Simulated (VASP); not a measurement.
# Mg (a cell with a defect) in VASP: single point with PBE

Aim: the single point of Mg (a cell with a defect) with PBE.

All numbers are computed with VASP 6.6.1; they aren't measurements. Logs are shortened: lines on timing, memory, paths and dates and some standing lists are left out, and cuts for length are marked.

## 1. The cell of the first run

The cell holds a defect, 15 atoms: a = 6.514 Å, b = 6.514 Å, c = 10.576 Å, α = 90.00°, β = 90.00°, γ = 60.00°.

## 2. Single point, PBE

The input, INCAR:

```
SYSTEM = Mg
  PREC = Accurate
  ENCUT = 520
  EDIFF = 1E-6
  ISMEAR = 0
  SIGMA = 0.1
  LREAL = Auto
  LASPH = .True.
  NELM = 100
  ALGO = Normal
  ISIF = 2
  LWAVE = .False.
  LCHARG = .False.
  GGA = PE
  NBANDS = 28
```

The input, KPOINTS:

```
Automatic mesh
0
Gamma
  3 3 2
  0 0 0
```

The input, POSCAR:

```
Mg
1.0
    6.5143765200      0.0000057700      0.0000000000
    3.2571832600      5.6416184400      0.0000000000
    0.0000000000      0.0000000000     10.5762520000
Mg
15
Direct
    0.3667798617      0.3082927182      0.1174690240
    0.1432828221      0.1786395489      0.3736542964
    0.3195153210      0.3414394605      0.6266624509
    0.1739130023      0.1633236998      0.8752888074
    0.3668485098      0.8255079518      0.1174701586
   -0.0012373542      0.7509465683      0.2503479493
    0.3195256687      0.8395559194      0.6266439188
    0.1651180600      0.6677385377      0.8779377609
    0.8543197763      0.3231007361      0.1270499228
    0.6307438133      0.1935842298      0.3832407738
    0.8236553457      0.3384500862      0.6254170192
    0.6780102822      0.1603479742      0.8740439430
    0.6308188679      0.6762792275      0.3832415302
    0.8324292779      0.8340738118      0.6227574759
    0.6780338989      0.6622021903      0.8740370407
```

Potentials or basis: VASP PAW PBE potentials, release 64 (Mg).

Command:

```console
> cat potpaw_PBE.64/Mg/POTCAR > POTCAR
> mpirun -np 1 vasp_std > vasp.out
```

OUTCAR:

```text
SYSTEM = Mg
   PREC = Accurate
   ENCUT = 520
   EDIFF = 1E-6
   ISMEAR = 0
   LREAL = Auto
   LASPH = .True.
   NELM = 100
   ISIF = 2
   GGA = PE

 ion  position               nearest neighbor table
   1  0.367  0.308  0.117-   6 3.02  12 3.12   5 3.14  10 3.18   4 3.20   9 3.23   8 3.25   9 3.29
                             5 3.37   2 3.38
   2  0.143  0.179  0.374-   9 3.08  11 3.22  10 3.23  13 3.23   3 3.29   7 3.29  13 3.29  10 3.29
                             5 3.38   1 3.38   6 3.60   6 3.60
   3  0.320  0.341  0.627-  10 3.12  14 3.19   4 3.20   8 3.23  11 3.24   7 3.24   7 3.27  11 3.27
                             2 3.29  12 3.31  14 3.32
   4  0.174  0.163  0.875-   5 3.20   1 3.20   3 3.20   7 3.20   9 3.22  15 3.24  12 3.24   8 3.26
                             8 3.26  12 3.27  15 3.27  11 3.30
   5  0.367  0.826  0.117-   6 3.02  15 3.12   1 3.14  13 3.18   4 3.20   9 3.23   8 3.25   9 3.29
                             1 3.37   2 3.38
   6  0.999  0.751  0.250-  13 3.02   1 3.02  10 3.02   5 3.02   9 3.60   2 3.60   9 3.60   2 3.60

   7  0.320  0.840  0.627-  13 3.12  14 3.19   4 3.20   8 3.23  11 3.24   3 3.24   3 3.27  11 3.27
                             2 3.29  15 3.31  14 3.32
   8  0.165  0.668  0.878-  15 3.19  12 3.19   7 3.23   3 3.23   1 3.25   5 3.25   4 3.26   4 3.26
                            14 3.29  12 3.32  15 3.32
   9  0.854  0.323  0.127-   2 3.08   4 3.22   5 3.23   1 3.23  12 3.29  15 3.29   1 3.29   5 3.29
                            10 3.38  13 3.38   6 3.60   6 3.60
  10  0.631  0.194  0.383-   6 3.02   3 3.12  13 3.14   1 3.18  11 3.20   2 3.23  14 3.25   2 3.29
                            13 3.37   9 3.38
  11  0.824  0.338  0.625-  10 3.20  13 3.20  15 3.20  12 3.20   2 3.22   3 3.24   7 3.24  14 3.26
                            14 3.26   7 3.27   3 3.27   4 3.30
  12  0.678  0.160  0.874-   1 3.12   8 3.19  11 3.20  14 3.23   4 3.24  15 3.25  15 3.27   4 3.27
                             9 3.29   3 3.31   8 3.32
  13  0.631  0.676  0.383-   6 3.02   7 3.12  10 3.14   5 3.18  11 3.20   2 3.23  14 3.25   2 3.29
                            10 3.37   9 3.38
  14  0.832  0.834  0.623-   7 3.19   3 3.19  15 3.23  12 3.23  13 3.25  10 3.25  11 3.26  11 3.26
                             8 3.29   3 3.32   7 3.32
  15  0.678  0.662  0.874-   5 3.12   8 3.19  11 3.20  14 3.23   4 3.24  12 3.25  12 3.27   4 3.27
                             9 3.29   7 3.31   8 3.32

  LATTYP: Found a hexagonal cell.
 ALAT       =     6.5143765175
 C/A-ratio  =     1.6235248257

  Lattice vectors:

 A1 = (  -3.2571832600,  -5.6416184400,   0.0000000000)
 A2 = (   6.5143765200,   0.0000057700,   0.0000000000)
 A3 = (   0.0000000000,   0.0000000000,  10.5762520000)

Analysis of symmetry for initial positions (statically):
=====================================================================
 Subroutine PRICEL returns:
 Original cell was already a primitive cell.

 Routine SETGRP: Setting up the symmetry group for a
 hexagonal supercell.

 Subroutine GETGRP returns: Found  1 space group operations
 (whereof  1 operations were pure point group operations)
 out of a pool of 24 trial point group operations.

The static configuration has the point symmetry C_1 .

Analysis of symmetry for dynamics (positions and initial velocities):
=====================================================================
 Subroutine PRICEL returns:
 Original cell was already a primitive cell.

 Routine SETGRP: Setting up the symmetry group for a
 hexagonal supercell.

 Subroutine GETGRP returns: Found  1 space group operations
 (whereof  1 operations were pure point group operations)
 out of a pool of 24 trial point group operations.

The dynamic configuration has the point symmetry C_1 .

 Subroutine INISYM returns: Found  1 space group operations
 (whereof  1 operations are pure point group operations),
 and found     1 'primitive' translations

----------------------------------------------------------------------------------------

                                     Primitive cell

  volume of cell :     388.6943

  direct lattice vectors                    reciprocal lattice vectors
     6.514376520  0.000005770  0.000000000     0.153506711 -0.088626959  0.000000000
     3.257183260  5.641618440  0.000000000    -0.000000157  0.177254191  0.000000000
     0.000000000  0.000000000 10.576252000     0.000000000  0.000000000  0.094551454

  length of vectors
     6.514376520  6.514376518 10.576252000     0.177254191  0.177254191  0.094551454

  position of ions in fractional coordinates (direct lattice)
     0.366779862  0.308292718  0.117469024
     0.143282822  0.178639549  0.373654296
     0.319515321  0.341439460  0.626662451
     0.173913002  0.163323700  0.875288807
     0.366848510  0.825507952  0.117470159
     0.998762646  0.750946568  0.250347949
     0.319525669  0.839555919  0.626643919
     0.165118060  0.667738538  0.877937761
     0.854319776  0.323100736  0.127049923
     0.630743813  0.193584230  0.383240774
     0.823655346  0.338450086  0.625417019
     0.678010282  0.160347974  0.874043943
     0.630818868  0.676279227  0.383241530
     0.832429278  0.834073812  0.622757476
     0.678033899  0.662202190  0.874037041

  ion indices of the primitive-cell ions
   primitive index   ion index
                 1           1
                 2           2
                 3           3
                 4           4
                 5           5
                 6           6
                 7           7
                 8           8
                 9           9
                10          10
                11          11
                12          12
                13          13
                14          14
                15          15

----------------------------------------------------------------------------------------

 KPOINTS: Automatic mesh

Automatic generation of k-mesh.
 Grid dimensions read from file:
 generate k-points for:    3    3    2

 Generating k-lattice:

  Cartesian coordinates                     Fractional coordinates (reciprocal lattice)
     0.051168904 -0.029542320  0.000000000     0.333333333  0.000000000  0.000000000
    -0.000000052  0.059084730  0.000000000     0.000000000  0.333333333  0.000000000
     0.000000000  0.000000000  0.047275727     0.000000000  0.000000000  0.500000000

  Length of vectors
     0.059084730  0.059084730  0.047275727

  Shift w.r.t. Gamma in fractional coordinates (k-lattice)
     0.000000000  0.000000000  0.000000000

 Subroutine IBZKPT returns following result:
 ===========================================

 Found     10 irreducible k-points:

 Following reciprocal coordinates:
            Coordinates               Weight
  0.000000  0.000000  0.000000      1.000000
  0.333333 -0.000000  0.000000      2.000000
  0.333333  0.333333  0.000000      2.000000
  0.000000  0.333333  0.000000      2.000000
 -0.333333  0.333333  0.000000      2.000000
  0.000000  0.000000  0.500000      1.000000
  0.333333 -0.000000  0.500000      2.000000
  0.333333  0.333333  0.500000      2.000000
  0.000000  0.333333  0.500000      2.000000
 -0.333333  0.333333  0.500000      2.000000
   k-points           NKPTS =     10   k-points in BZ     NKDIM =     10   number of bands    NBANDS=     28
   number of dos      NEDOS =    301   number of ions     NIONS =     15
   total plane-waves  NPLWV = 184320
   dimension x,y,z NGX =    48 NGY =   48 NGZ =   80
   dimension x,y,z NGXF=    96 NGYF=   96 NGZF=  160
   ions per type =              15
   NGX,Y,Z   is equivalent  to a cutoff of  12.25, 12.25, 12.58 a.u.
   NGXF,Y,Z  is equivalent  to a cutoff of  24.50, 24.50, 25.15 a.u.
 SYSTEM =  Mg
   PREC   = accura    normal or accurate (medium, high low for compatibility)
   ISTART =      0    job   : 0-new  1-cont  2-samecut
   ICHARG =      2    charge: 1-file 2-atom 10-const
   ISPIN  =      1    spin polarized calculation?
   LNONCOLLINEAR =      F non collinear calculations
   LSORBIT =      F    spin-orbit coupling
   LASPH  =      T    aspherical Exc in radial PAW
   ENCUT  =  520.0 eV  38.22 Ry    6.18 a.u.  12.11 12.11 19.66*2*pi/ulx,y,z
   NELM   =    100;   NELMIN=  2; NELMDL= -5     # of ELM steps
   EDIFF  = 0.1E-05   stopping-criterion for ELM
   LREAL  =      T    real-space projection
   EDIFFG = 0.1E-04   stopping-criterion for IOM
   NSW    =      0    number of steps for IOM
   IBRION =     -1    ionic relax: 0-MD 1-quasi-New 2-CG
   NFREE  =      0    steps in history (QN), initial steepest desc. (CG)
   ISIF   =      2    stress and relaxation
   ISYM   =      2    0-nonsym 1-usesym 2-fastsym
   POTIM  = 0.5000    time-step for ionic-motion
   TEBEG  =    0.0;   TEEND  =   0.0 temperature during run
   PSTRESS=    0.0 pullay stress
   NELECT =      30.0000    total number of electrons
   NUPDOWN=      -1.0000    fix difference up-down
   EMIN   =  10.00;   EMAX   =-10.00  energy-range for DOS
   EFERMI =   0.00;   METHOD = LEGACY
   ISMEAR =     0;   SIGMA  =   0.10  broadening in eV -4-tet -1-fermi 0-gaus
   EFERMI_NEDOS =   21; number of points for ismear=-14 and -15
   IALGO  =     38    algorithm
   IMIX   =      4    mixing-type and parameters
     AMIX     =   0.40;   BMIX     =  1.00
     AMIX_MAG =   1.60;   BMIX_MAG =  1.00
  volume/ion in A,a.u.               =      25.91       174.87
  Fermi-wavevector in a.u.,A,eV,Ry     =   0.697021  1.317179  6.610231  0.485838
  Thomas-Fermi vector in A             =   1.780233
   LORBIT       =      0    0 simple, 1 ext, 2 COOP (PROOUT), +10 PAW based schemes
   GGA     = PE    functional components
   LHFCALC =     F    Hartree Fock is set to
   AEXX    =    0.0000 exact exchange contribution
   IVDW    =     0    specifies the selected vdW correction
   LEPSILON=     F    determine dielectric tensor
   LRPA    =     F    only Hartree local field effects (RPA)
 non-spin polarized calculation
 Gauss-broadening in eV      SIGMA  =   0.10
  energy-cutoff  :      520.00
  volume of cell :      388.69
 maximum number of plane-waves:     10483
   NGX = 25   NGY = 25   NGZ = 39

 number of electron      30.0000000 magnetization

 Free energy of the ion-electron system (eV)
  ---------------------------------------------------
  ext. energy  EPLUGINS =         0.00000000
  ---------------------------------------------------
  free energy    TOTEN  =       -20.74001781 eV

  energy without entropy =      -20.68411516  energy(sigma->0) =      -20.71206648

 E-fermi :   2.0701     XC(G=0):  -8.0918

 val. band max:        2.0507808939   @ k =  -0.3333   0.3333   0.0000
 cond. band min:       2.1059543400   @ k =  -0.3333   0.3333   0.5000
 fundamental gap:      0.0551734461
 Fermi energy:         2.0700863464

 k-point     1 :       0.0000    0.0000    0.0000
  band No.  band energies     occupation
      1      -4.4589      2.00000
      2      -3.1810      2.00000
      3      -3.0393      2.00000
      4      -0.0355      2.00000
      5       0.0610      2.00000
      6       0.0730      2.00000
[... 19 lines left out ...]
     26       4.8913      0.00000
     27       5.2414      0.00000
[... 241 lines left out ...]
 k-point    10 :      -0.3333    0.3333    0.5000
  band No.  band energies     occupation
      1      -2.7399      2.00000
      2      -2.7338      2.00000
      3      -2.6478      2.00000
      4      -2.6425      2.00000
      5      -2.3918      2.00000
      6      -2.1441      2.00000
[... 19 lines left out ...]
     26       4.9461      0.00000
     27       5.0428      0.00000
 [bands above 27 left out]

------------------------ aborting loop because EDIFF is reached ----------------------------------------

  FORCE on cell =-STRESS in cart. coord.  units (eV):
  Direction    XX          YY          ZZ          XY          YZ          ZX
  --------------------------------------------------------------------------------------
  -------------------------------------------------------------------------------------
  Total       -5.9979485     -7.0030330     -1.4245622     -0.8678631      1.1475617     -1.9876537
  in kB      -24.7232283    -28.8661338     -5.8719705     -3.5772860      4.7301891     -8.1930042
  external PRESSURE =     -19.8204442 kB  Pullay stress =       0.0000000 kB

 VOLUME and BASIS-vectors are now :
 -----------------------------------------------------------------------------
  energy-cutoff  :      520.00
  volume of cell :      388.69
      direct lattice vectors                 reciprocal lattice vectors
     6.514376520  0.000005770  0.000000000     0.153506711 -0.088626959  0.000000000
     3.257183260  5.641618440  0.000000000    -0.000000157  0.177254191  0.000000000
     0.000000000  0.000000000 10.576252000     0.000000000  0.000000000  0.094551454

 POSITION                                       TOTAL-FORCE (eV/Angst)
 -----------------------------------------------------------------------------------
      3.39351      1.73927      1.24238         0.014635     -0.015262     -0.012728
      1.51526      1.00782      3.95186        -0.004655      0.002993      0.027808
      3.19357      1.92627      6.62774         0.000489     -0.004935      0.008865
      1.66491      0.92141      9.25727         0.003084     -0.001512      0.007022
      5.07862      4.65720      1.24239         0.019999     -0.005337     -0.012527
      8.95229      4.23656      2.64774         0.000096      0.000289     -0.000737
      4.81610      4.73646      6.62754         0.004324      0.002066      0.009273
      3.25059      3.76713      9.28529         0.000404     -0.000584      0.018881
      6.61776      1.82282      1.34371         0.004836     -0.002712     -0.028702
      4.73944      1.09213      4.05325        -0.015922      0.014942      0.013230
      6.46799      1.90941      6.61457        -0.003230      0.002016     -0.006798
      4.93910      0.90463      9.24411        -0.000076      0.003979     -0.009019
      6.31216      3.81531      4.05326        -0.020978      0.006127      0.013279
      8.13949      4.70553      6.58644         0.000566     -0.000721     -0.018948
      6.57388      3.73590      9.24404        -0.003574     -0.001348     -0.008900
 -----------------------------------------------------------------------------------
    total drift:                                0.001308     -0.000640      0.000134

  FREE ENERGIE OF THE ION-ELECTRON SYSTEM (eV)
  ---------------------------------------------------
  free  energy   TOTEN  =       -20.7400178087 eV

  energy  without entropy=      -20.6841151550  energy(sigma->0) =      -20.71206648
```

Wall time 3.6 min (1 thread of Intel Xeon 8259CL, shared host); peak memory 0.43 GiB.

What came out:

```
Free energy            : -20.7400 eV
Pressure               : -2.0 GPa
Largest force          : 0.029 eV/Å
Band gap on the k mesh : zero (bands 15 and 16 overlap by 1.31 eV)
```

Forces on the atoms (eV/Å):
```
Mg   0.015 -0.015 -0.013
Mg  -0.005  0.003  0.028
Mg   0.000 -0.005  0.009
Mg   0.003 -0.002  0.007
Mg   0.020 -0.005 -0.013
Mg   0.000  0.000 -0.001
Mg   0.004  0.002  0.009
Mg   0.000 -0.001  0.019
Mg   0.005 -0.003 -0.029
Mg  -0.016  0.015  0.013
Mg  -0.003  0.002 -0.007
Mg   0.000  0.004 -0.009
Mg  -0.021  0.006  0.013
Mg   0.001 -0.001 -0.019
Mg  -0.004 -0.001 -0.009
```

Stress tensor (GPa, compression positive):
```
-2.47 -0.36 -0.82
-0.36 -2.89  0.47
-0.82  0.47 -0.59
```

Caveat: the k points lie up to 0.37 Å⁻¹ apart, too coarse for converged energies and pressures of a metal.
